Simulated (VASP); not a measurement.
# Pb (P6_3/mmc) in VASP: further runs

Pb is run at these levels: PBEsol; tasks: electric field gradients.

Everything below comes from runs of VASP 6.6.1. Logs are shortened: lines on timing, memory, paths and dates and some standing lists are left out, and cuts for length are marked.

## (1) The cell of the first run

The structure is hexagonal, space group P6_3/mmc (No. 194). Conventional cell: a = 3.503 Å, b = 3.503 Å, c = 5.627 Å, α = 90.00°, β = 90.00°, γ = 120.00°. Within 4.6 Å of Pb (site symmetry -6m2) lie 12 Pb at 3.47 to 3.50 Å.

This isn't the form of Pb at room conditions, which is fcc.

## (2) Electric field gradients, PBEsol (29.90 Å³/atom)

Input file INCAR:

```
  ALGO = Normal
  EDIFF = 1E-8
  ENCUT = 520
  GGA = PS
  ISIF = 2
  ISMEAR = -1
  LASPH = True
  LCHARG = False
  LEFG = True
  LREAL = False
  LWAVE = False
  NBANDS = 21
  NELM = 100
  PREC = Accurate
  SIGMA = 0.05
```

Input file KPOINTS:

```
k-points
0
Gamma
  12 12 7
```

Input file POSCAR:

```
Pb
1.0
    3.5030477244      0.0000000000      0.0000000000
   -1.7515238622      3.0337283200      0.0000000000
    0.0000000000      0.0000000000      5.6270209464
Pb
2
Direct
    0.3333333333      0.6666666667      0.2500000000
    0.6666666667      0.3333333333      0.7500000000
```

Potentials or basis: VASP PAW PBE potentials, release 64 (Pb_d).

Started as:

```
cat potpaw_PBE.64/Pb_d/POTCAR > POTCAR
mpirun -np 1 vasp_std > vasp.out
```

OUTCAR:

```text
EDIFF = 1E-8
   ENCUT = 520
   GGA = PS
   ISIF = 2
   ISMEAR = -1
   LASPH = True
   LREAL = False
   NELM = 100
   PREC = Accurate

 ion  position               nearest neighbor table
   1  0.333  0.667  0.250-   2 3.47   2 3.47   2 3.47   2 3.47   2 3.47   2 3.47
   2  0.667  0.333  0.750-   1 3.47   1 3.47   1 3.47   1 3.47   1 3.47   1 3.47

  LATTYP: Found a hexagonal cell.
 ALAT       =     3.5030477244
 C/A-ratio  =     1.6063215203

  Lattice vectors:

 A1 = (   3.5030477244,   0.0000000000,   0.0000000000)
 A2 = (  -1.7515238622,   3.0337283200,   0.0000000000)
 A3 = (   0.0000000000,   0.0000000000,   5.6270209464)

Analysis of symmetry for initial positions (statically):
=====================================================================
 Subroutine PRICEL returns:
 Original cell was already a primitive cell.

 Routine SETGRP: Setting up the symmetry group for a
 hexagonal supercell.

 Subroutine GETGRP returns: Found 24 space group operations
 (whereof 12 operations were pure point group operations)
 out of a pool of 24 trial point group operations.

The static configuration has the point symmetry D_3d.
 The point group associated with its full space group is D_6h.

Analysis of symmetry for dynamics (positions and initial velocities):
=====================================================================
 Subroutine PRICEL returns:
 Original cell was already a primitive cell.

 Routine SETGRP: Setting up the symmetry group for a
 hexagonal supercell.

 Subroutine GETGRP returns: Found 24 space group operations
 (whereof 12 operations were pure point group operations)
 out of a pool of 24 trial point group operations.

The dynamic configuration has the point symmetry D_3d.
 The point group associated with its full space group is D_6h.

 Subroutine INISYM returns: Found 24 space group operations
 (whereof 12 operations are pure point group operations),
 and found     1 'primitive' translations

----------------------------------------------------------------------------------------

                                     Primitive cell

  volume of cell :      59.8000

  direct lattice vectors                    reciprocal lattice vectors
[... 115 lines left out ...]
   IVDW    =     0    specifies the selected vdW correction
   LEPSILON=     F    determine dielectric tensor
   LRPA    =     F    only Hartree local field effects (RPA)
 non-spin polarized calculation
  energy-cutoff  :      520.00
  volume of cell :       59.80
 maximum number of plane-waves:      1641
 NGX is ok and might be reduce to    28
   NGX = 13   NGY = 13   NGZ = 21

 number of electron      28.0000002 magnetization

 Free energy of the ion-electron system (eV)
  ---------------------------------------------------
  ext. energy  EPLUGINS =         0.00000000
  ---------------------------------------------------
  free energy    TOTEN  =        -7.96291066 eV

  energy without entropy =       -7.95093740  energy(sigma->0) =       -7.95692403

 E-fermi :   7.2223     XC(G=0): -10.4105

 val. band max:        7.2212692799   @ k =   0.3333   0.1667   0.2857
 cond. band min:       7.2250780032   @ k =   0.0833   0.0000   0.4286
 fundamental gap:      0.0038087233
 Fermi energy:         7.2222687127

 k-point     1 :       0.0000    0.0000    0.0000
  band No.  band energies     occupation
      1      -9.7818      2.00000
      2      -9.7385      2.00000
      3      -9.7185      2.00000
      4      -9.7185      2.00000
      5      -9.6950      2.00000
      6      -9.6950      2.00000
[... 565 lines left out ...]
     20      15.4173      0.00000
     21      17.5702      0.00000

 [... further k-points ...]
[... 5 lines left out ...]
  --------------------------------------------------------------------------------------
  -------------------------------------------------------------------------------------
  Total       -0.1008151     -0.1008151      0.0550189      0.0000000      0.0000000     -0.0000000
  in kB       -2.7010636     -2.7010636      1.4740810      0.0000000      0.0000000     -0.0000000
  external PRESSURE =      -1.3093487 kB  Pullay stress =       0.0000000 kB

 VOLUME and BASIS-vectors are now :
 -----------------------------------------------------------------------------
  energy-cutoff  :      520.00
  volume of cell :       59.80
      direct lattice vectors                 reciprocal lattice vectors
     3.503047724  0.000000000  0.000000000     0.285465708  0.164813704  0.000000000
    -1.751523862  3.033728320  0.000000000     0.000000000  0.329627407  0.000000000
     0.000000000  0.000000000  5.627020946     0.000000000  0.000000000  0.177713929

 POSITION                                       TOTAL-FORCE (eV/Angst)
 -----------------------------------------------------------------------------------
     -0.00000      2.02249      1.40676         0.000000     -0.000000      0.000000
      1.75152      1.01124      4.22027        -0.000000      0.000000      0.000000
 -----------------------------------------------------------------------------------
    total drift:                               -0.000000      0.000000      0.000000

  FREE ENERGIE OF THE ION-ELECTRON SYSTEM (eV)
  ---------------------------------------------------
  free  energy   TOTEN  =        -7.9629106576 eV

  energy  without entropy=       -7.9509374040  energy(sigma->0) =       -7.95692403

 Electric field gradients (V/A^2)
---------------------------------------------------------------------
 ion       V_xx      V_yy      V_zz      V_xy      V_xz      V_yz
---------------------------------------------------------------------
   1       6.140     6.140   -12.279     0.000     0.000    -0.000
   2       6.140     6.140   -12.279     0.000    -0.000     0.000
---------------------------------------------------------------------

 Electric field gradients after diagonalization (V/A^2)
 (convention: |V_zz| > |V_xx| > |V_yy|)
----------------------------------------------------------------------
 ion       V_xx      V_yy      V_zz     asymmetry (V_yy - V_xx)/ V_zz
----------------------------------------------------------------------
   1       6.140     6.139   -12.279       0.000
   2       6.140     6.139   -12.279       0.000
----------------------------------------------------------------------

           NMR quadrupolar parameters

 Cq : quadrupolar parameter    Cq=e*Q*V_zz/h
 eta: asymmetry parameters     (V_yy - V_xx)/ V_zz
 Q  : nuclear electric quadrupole moment in mb (millibarn)
----------------------------------------------------------------------
 ion       Cq(MHz)       eta       Q (mb)
----------------------------------------------------------------------
   1      -0.030       0.000       1.000
   2      -0.030       0.000       1.000
----------------------------------------------------------------------
```

OSZICAR:

```text
N       E                     dE             d eps       ncg     rms          rms(c)
DAV:   1     0.293518519947E+03    0.29352E+03   -0.14359E+04  3192   0.163E+03
DAV:   2     0.129272634579E+02   -0.28059E+03   -0.27432E+03  3207   0.408E+02
DAV:   3    -0.734235476249E+01   -0.20270E+02   -0.20051E+02  3884   0.135E+02
DAV:   4    -0.796946319455E+01   -0.62711E+00   -0.62682E+00  3895   0.270E+01
DAV:   5    -0.799902724936E+01   -0.29564E-01   -0.29563E-01  4334   0.533E+00    0.844E-01
DAV:   6    -0.797053645468E+01    0.28491E-01   -0.51423E-02  4273   0.307E+00    0.397E-01
DAV:   7    -0.796338471793E+01    0.71517E-02   -0.18468E-02  4470   0.179E+00    0.133E-01
DAV:   8    -0.796291461334E+01    0.47010E-03   -0.10686E-03  4266   0.459E-01    0.148E-02
DAV:   9    -0.796291026500E+01    0.43483E-05   -0.45529E-05  4516   0.100E-01    0.640E-03
DAV:  10    -0.796291056265E+01   -0.29764E-06   -0.33218E-06  4581   0.211E-02    0.951E-04
DAV:  11    -0.796291066189E+01   -0.99247E-07   -0.21151E-07  4535   0.606E-03    0.183E-04
DAV:  12    -0.796291065167E+01    0.10219E-07   -0.85146E-09  2449   0.154E-03    0.437E-05
DAV:  13    -0.796291065762E+01   -0.59495E-08   -0.15135E-09  2286   0.578E-04
   1 F= -.79629107E+01 E0= -.79569240E+01  d E =-.119733E-01
```

stdout:

```text
POSCAR found type information on POSCAR Pb
 POSCAR found :  1 types and       2 ions
 scaLAPACK will be used
 -----------------------------------------------------------------------------
|                                                                             |
|                                                                             |
|     You enforced a specific xc type in the INCAR file but a different       |
|     I HOPE YOU KNOW WHAT YOU ARE DOING!                                     |
|                                                                             |
 -----------------------------------------------------------------------------

 LDA part: xc-table for (Slater+PW92), standard interpolation
 POSCAR, INCAR and KPOINTS ok, starting setup
 FFT: planning ... GRIDC
 FFT: planning ... GRID_SOFT
 FFT: planning ... GRID
 WAVECAR not read
 entering main loop
ion   1

ion   2
```

Wall time 2.3 min (1 thread of Intel Xeon 8259CL, shared host); peak memory 0.22 GiB.

What came out:

* Free energy: -7.9629 eV
* Pressure: -0.1 GPa
* Band gap on the k mesh: zero (bands 14 and 15 overlap by 7.56 eV)
* Largest electric field gradient by atom: Pb -12.3 V/Å²

Electric field gradients, principal values (V/Å²):
```tsv
atom	least	middle	greatest (by size)
1 Pb	6.139	6.140	-12.279
2 Pb	6.139	6.140	-12.279
```

Caveat: without QUAD_EFG the Cq values of the log hold for a quadrupole moment of 1 mb, not for the nuclei; the PAW data sets were made with another functional, which shifts forces and pressure a little; spin-orbit coupling is left out, which moves the levels of the heavy elements.

## (3) Electric field gradients, PBEsol (30.49 Å³/atom)

This run uses another cell than the first one, of 30.49 Å³/atom.

Input file INCAR:

```
PREC = Accurate
ENCUT = 520
EDIFF = 1E-8
ISMEAR = -1
SIGMA = 0.05
LREAL = False
LASPH = True
NELM = 80
ALGO = Normal
ISIF = 2
LWAVE = False
LCHARG = False
GGA = PS
LEFG = True
NBANDS = 21
```

Input file KPOINTS:

```
Automatic mesh
0
Gamma
  12 12 7
```

Input file POSCAR:

```
Pb
1.0
    3.5257954250      0.0000000000      0.0000000000
   -1.7628977125      3.0534284065      0.0000000000
    0.0000000000      0.0000000000      5.6635610674
Pb
2
Direct
    0.3333333333      0.6666666667      0.2500000000
    0.6666666667      0.3333333333      0.7500000000
```

Potentials or basis: VASP PAW PBE potentials, release 64 (Pb_d).

Started as:

```
cat potpaw_PBE.64/Pb_d/POTCAR > POTCAR
mpirun -np 1 vasp_std > vasp.out
```

OUTCAR:

```text
PREC = Accurate
   ENCUT = 520
   EDIFF = 1E-8
   ISMEAR = -1
   LREAL = False
   LASPH = True
   NELM = 80
   ISIF = 2
   GGA = PS

 ion  position               nearest neighbor table
   1  0.333  0.667  0.250-   2 3.49   2 3.49   2 3.49   2 3.49   2 3.49   2 3.49
   2  0.667  0.333  0.750-   1 3.49   1 3.49   1 3.49   1 3.49   1 3.49   1 3.49

  LATTYP: Found a hexagonal cell.
 ALAT       =     3.5257954250
 C/A-ratio  =     1.6063215203

  Lattice vectors:

 A1 = (   3.5257954250,   0.0000000000,   0.0000000000)
 A2 = (  -1.7628977125,   3.0534284065,   0.0000000000)
 A3 = (   0.0000000000,   0.0000000000,   5.6635610674)

Analysis of symmetry for initial positions (statically):
=====================================================================
 Subroutine PRICEL returns:
 Original cell was already a primitive cell.

 Routine SETGRP: Setting up the symmetry group for a
 hexagonal supercell.

 Subroutine GETGRP returns: Found 24 space group operations
 (whereof 12 operations were pure point group operations)
 out of a pool of 24 trial point group operations.

The static configuration has the point symmetry D_3d.
 The point group associated with its full space group is D_6h.

Analysis of symmetry for dynamics (positions and initial velocities):
=====================================================================
 Subroutine PRICEL returns:
 Original cell was already a primitive cell.

 Routine SETGRP: Setting up the symmetry group for a
 hexagonal supercell.

 Subroutine GETGRP returns: Found 24 space group operations
 (whereof 12 operations were pure point group operations)
 out of a pool of 24 trial point group operations.
[... 149 lines left out ...]

 E-fermi :   6.9981     XC(G=0): -10.3169

 val. band max:        6.9927788486   @ k =   0.1667   0.0833   0.4286
 cond. band min:       7.0046062841   @ k =   0.2500   0.0000   0.1429
 fundamental gap:      0.0118274355
 Fermi energy:         6.9980909724

 k-point     1 :       0.0000    0.0000    0.0000
  band No.  band energies     occupation
      1      -9.9792      2.00000
      2      -9.9413      2.00000
      3      -9.9230      2.00000
      4      -9.9230      2.00000
      5      -9.9011      2.00000
      6      -9.9011      2.00000
[... 565 lines left out ...]
     20      15.1227      0.00000
     21      17.2580      0.00000

 [... further k-points ...]
[... 5 lines left out ...]
  --------------------------------------------------------------------------------------
  -------------------------------------------------------------------------------------
  Total       -0.4526656     -0.4526656     -0.2083105      0.0000000      0.0000000      0.0000000
  in kB      -11.8947032    -11.8947032     -5.4737786      0.0000000      0.0000000      0.0000000
  external PRESSURE =      -9.7543950 kB  Pullay stress =       0.0000000 kB

 VOLUME and BASIS-vectors are now :
 -----------------------------------------------------------------------------
  energy-cutoff  :      520.00
  volume of cell :       60.97
      direct lattice vectors                 reciprocal lattice vectors
     3.525795425  0.000000000  0.000000000     0.283623943  0.163750360  0.000000000
    -1.762897713  3.053428407  0.000000000     0.000000000  0.327500719  0.000000000
     0.000000000  0.000000000  5.663561067     0.000000000  0.000000000  0.176567355

 POSITION                                       TOTAL-FORCE (eV/Angst)
 -----------------------------------------------------------------------------------
     -0.00000      2.03562      1.41589         0.000000      0.000000      0.000000
      1.76290      1.01781      4.24767        -0.000000     -0.000000      0.000000
 -----------------------------------------------------------------------------------
    total drift:                               -0.000000      0.000000      0.000000

  FREE ENERGIE OF THE ION-ELECTRON SYSTEM (eV)
  ---------------------------------------------------
  free  energy   TOTEN  =        -7.9594538467 eV

  energy  without entropy=       -7.9471363984  energy(sigma->0) =       -7.95329512

 Electric field gradients (V/A^2)
---------------------------------------------------------------------
 ion       V_xx      V_yy      V_zz      V_xy      V_xz      V_yz
---------------------------------------------------------------------
   1       8.084     8.084   -16.168     0.001     0.000    -0.000
   2       8.084     8.084   -16.168     0.001    -0.000     0.000
---------------------------------------------------------------------

 Electric field gradients after diagonalization (V/A^2)
 (convention: |V_zz| > |V_xx| > |V_yy|)
----------------------------------------------------------------------
 ion       V_xx      V_yy      V_zz     asymmetry (V_yy - V_xx)/ V_zz
----------------------------------------------------------------------
   1       8.085     8.083   -16.168       0.000
   2       8.085     8.083   -16.168       0.000
----------------------------------------------------------------------

           NMR quadrupolar parameters

 Cq : quadrupolar parameter    Cq=e*Q*V_zz/h
 eta: asymmetry parameters     (V_yy - V_xx)/ V_zz
 Q  : nuclear electric quadrupole moment in mb (millibarn)
----------------------------------------------------------------------
 ion       Cq(MHz)       eta       Q (mb)
----------------------------------------------------------------------
   1      -0.039       0.000       1.000
   2      -0.039       0.000       1.000
----------------------------------------------------------------------
```

OSZICAR:

```text
N       E                     dE             d eps       ncg     rms          rms(c)
DAV:   1     0.294565381256E+03    0.29457E+03   -0.14313E+04  3192   0.164E+03
DAV:   2     0.130631861853E+02   -0.28150E+03   -0.27513E+03  3207   0.408E+02
DAV:   3    -0.733381650651E+01   -0.20397E+02   -0.20150E+02  3913   0.135E+02
DAV:   4    -0.796360574282E+01   -0.62979E+00   -0.62954E+00  3867   0.271E+01
DAV:   5    -0.799387744287E+01   -0.30272E-01   -0.30271E-01  4311   0.540E+00    0.813E-01
DAV:   6    -0.796666181824E+01    0.27216E-01   -0.50067E-02  4269   0.297E+00    0.386E-01
DAV:   7    -0.795987651942E+01    0.67853E-02   -0.18316E-02  4452   0.177E+00    0.132E-01
DAV:   8    -0.795946275816E+01    0.41376E-03   -0.11228E-03  4238   0.483E-01    0.182E-02
DAV:   9    -0.795945307064E+01    0.96875E-05   -0.54373E-05  4347   0.112E-01    0.649E-03
DAV:  10    -0.795945383451E+01   -0.76387E-06   -0.32106E-06  4314   0.176E-02    0.745E-04
DAV:  11    -0.795945386976E+01   -0.35243E-07   -0.16169E-07  4577   0.507E-03    0.143E-04
DAV:  12    -0.795945384353E+01    0.26228E-07   -0.66640E-09  2451   0.133E-03    0.479E-05
DAV:  13    -0.795945384670E+01   -0.31687E-08   -0.13630E-09  2266   0.567E-04
   1 F= -.79594538E+01 E0= -.79532951E+01  d E =-.123174E-01
```

It took 2 min on 1 thread of Intel Xeon 8259CL, shared host; peak memory 0.22 GiB.

What came out:

```yaml
Free_energy: -7.9595 eV
Pressure: -1.0 GPa
Band_gap_on_the_k_mesh: zero (bands 14 and 15 overlap by 7.41 eV)
Largest_electric_field_gradient_by_atom: Pb -16.2 V/Å²
```

Stress tensor (GPa, compression positive):
```
-1.19  0.00  0.00
 0.00 -1.19  0.00
 0.00  0.00 -0.55
```

Levels at points of the mesh, in eV from the Fermi level:
| k point | band 12 | band 13 | band 14 | band 15 | band 16 | band 17 |
| --- | --- | --- | --- | --- | --- | --- |
| (0.00, 0.00, 0.00) | -7.95 | -4.11 | 5.38 | 5.38 | 7.20 | 7.20 |
| (0.50, 0.00, 0.00) | -7.12 | -2.83 | -1.35 | -0.47 | 1.77 | 1.95 |

Electric field gradients, principal values (V/Å²):
```csv
atom,least,middle,greatest (by size)
1 Pb,8.083,8.085,-16.168
2 Pb,8.083,8.085,-16.168
```

Caveat: without QUAD_EFG the Cq values of the log hold for a quadrupole moment of 1 mb, not for the nuclei; the PAW data sets were made with another functional, which shifts forces and pressure a little; spin-orbit coupling is left out, which moves the levels of the heavy elements.
